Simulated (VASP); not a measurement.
A run of VASP 6.6.1 is set up as follows.

The input INCAR:

```
SYSTEM = Bi2Se3
PREC = Accurate
ENCUT = 520
EDIFF = 1E-6
ISMEAR = 0
SIGMA = 0.1
LREAL = .FALSE.
LASPH = .TRUE.
NELM = 100
ALGO = Normal
ISIF = 2
LWAVE = .FALSE.
LCHARG = .FALSE.
GGA = PE
NBANDS = 32
```

Contents of KPOINTS:

```
Automatic mesh
0
G
  10 10 10
  0 0 0
```

Contents of POSCAR:

```
Bi2Se3
1.0
   -2.5395575566      2.5395575566      6.2710113655
    2.5395575566     -2.5395575566      6.2710113655
    2.5395575566      2.5395575566     -6.2710113655
Bi Se
2 3
Direct
    0.4121845293      0.9121845293      0.5000000000
    0.9121845293      0.4121845293      0.5000000000
    0.6265399634      0.1265399634      0.5000000000
    0.1265399634      0.6265399634      0.5000000000
    0.1636606646      0.1636606646      0.0000000000
```

Potentials or basis: VASP PAW PBE potentials, release 64 (Bi_d, Se).

Command:

```console
$ cat potpaw_PBE.64/Bi_d/POTCAR potpaw_PBE.64/Se/POTCAR > POTCAR
$ mpirun -np 1 vasp_std > vasp.out
```

Task: Estimate the largest force.

Result: 0.008 eV/Å.

Task: What does it give for the band gap on the k mesh?

Result: Zero (bands 24 and 25 overlap by 0.18 eV).

Forces on the atoms (eV/Å):
```
Bi   0.000  0.000 -0.008
Bi   0.000  0.000 -0.008
Se   0.000  0.000  0.008
Se   0.000  0.000  0.008
Se   0.000  0.000  0.000
```

Caveat: spin-orbit coupling is left out, which moves the levels of the heavy elements.
